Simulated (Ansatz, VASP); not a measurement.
**TaN in VASP and in Ansatz**

```
CELL_PARAMETERS angstrom
0.00000 2.21713 2.17900
2.17900 0.00000 2.17900
2.17900 2.21713 0.00000
ATOMIC_POSITIONS crystal
Ta 0.50000 0.50000 0.50000
N 0.00000 0.00000 0.00000
```

Change from the starting cell: strain +0.0175 x Voigt [0, 1, 0, 0, 0, 0], atoms carried along.

Alike in both runs: task single point; functional r2SCAN; k mesh 18 × 18 × 18; occupations gaussian, width 0.15 eV; no spin polarisation.

|  | VASP | Ansatz |
| --- | --- | --- |
| version | VASP 6.6.1 | Ansatz 0.2.0 |
| potentials or method | VASP PAW PBE potentials, release 64 (Ta_pv, N), cutoff 520 eV | scalar-relativistic, plane waves, PAW |
| valence electrons in the cell | 16 | 18 |

|  | VASP | Ansatz | Ansatz less VASP |
| --- | --- | --- | --- |
| gap on the k mesh at the Fermi level (eV) | none | none | - |
| pressure (GPa) | 5.5 | 3.5 | -2.01 |
| traceless stress, the component that is largest in VASP (GPa) | -7.20 | -7.20 | -0.001 |

VASP's potentials were made for PBE, not for r2SCAN. A gap of «none» marks a metal or a gap that the smearing closes. With one functional, cell and mesh, what is left measures potentials, basis and numerics. VASP's potentials hold 16 valence electrons a cell and Ansatz's 18, so a difference there can come from the potentials and not from the codes.

Neither program's run includes spin-orbit coupling.
